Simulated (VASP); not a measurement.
A run of VASP 6.6.1 is set up as follows.

Contents of INCAR:

```
SYSTEM = CdO
PREC = Accurate ; ENCUT = 600
EDIFF = 1E-6 ; ISMEAR = 0
SIGMA = 0.05 ; LREAL = .FALSE.
LASPH = .TRUE. ; NELM = 120
ALGO = Normal ; ISIF = 2
LWAVE = .FALSE. ; LCHARG = .FALSE.
GGA = PE ; IVDW = 13
NBANDS = 16 ; GGA_COMPAT = .FALSE.
```

The input KPOINTS:

```
Automatic mesh
0
G
  8 8 8
  0 0 0
```

POSCAR

```
CdO
1.0
    0.0000000000      2.3315028270      2.3315028270
    2.3315028270      0.0000000000      2.3315028270
    2.3315028270      2.3315028270      0.0000000000
Cd O
1 1
Direct
    0.0000000000      0.0000000000      0.0000000000
    0.5000000000      0.5000000000      0.5000000000
```

Potentials or basis: VASP PAW PBE potentials, release 64 (Cd, O).

Launch:

```console
$ cat potpaw_PBE.64/Cd/POTCAR potpaw_PBE.64/O/POTCAR > POTCAR
$ mpirun -np 1 vasp_std > vasp.out
```

Task: What does it give for the band gap on the k mesh?

Result: Zero (band 9 reaches 2.26 eV, above the bottom of band 10 at 1.88 eV).

Task: What does it give for the pressure?

Result: 7.5 GPa.

Caveat: pairwise dispersion overbinds metals, which lowers pressure and volume.
